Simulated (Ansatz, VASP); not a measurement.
# Sc2B2Sb in VASP and in Ansatz

```xyz
5
Lattice="3.7209 0.0000 0.0000 -1.8604 3.2224 0.0000 0.0000 0.0000 7.9902" Properties=species:S:1:pos:R:3 pbc="T T T"
Sc    0.0000    0.0000    5.0739
Sc    0.0000    0.0000    2.9163
B     0.0000    2.1483    3.9951
B     1.8604    1.0741    3.9951
Sb    0.0000    0.0000    0.0000
```

Alike in both runs: task single point; functional PBE; k mesh 6 × 6 × 2; occupations gaussian, width 0.1 eV; no spin polarisation.

|  | VASP | Ansatz |
| --- | --- | --- |
| version | VASP 6.6.1 | Ansatz 0.2.0 |
| potentials or method | VASP PAW PBE potentials, release 64 (Sc_sv, B, Sb), cutoff 520 eV | scalar-relativistic, plane waves, PAW |
| valence electrons in the cell | 33 | 43 |

|  | VASP | Ansatz | Ansatz less VASP |
| --- | --- | --- | --- |
| gap on the k mesh at the Fermi level (eV) | none | none | - |
| pressure (GPa) | 2.7 | 2.2 | -0.49 |
| traceless stress, the component that is largest in VASP (GPa) | 20.04 | 19.62 | -0.423 |
| rms of the force components (eV/Å) | 2.257 | 2.156 | -0.1004 |

Atom by atom the forces differ by 0.100 eV/Å (rms over components). A gap of «none» marks a metal or a gap that the smearing closes. The functional is the same, so the differences come from potentials, cutoffs and numerics. VASP's potentials hold 33 valence electrons a cell and Ansatz's 43, so a difference there can come from the potentials and not from the codes.

The k mesh is coarse, so the values compare programs but aren't converged. Neither program's run includes spin-orbit coupling.
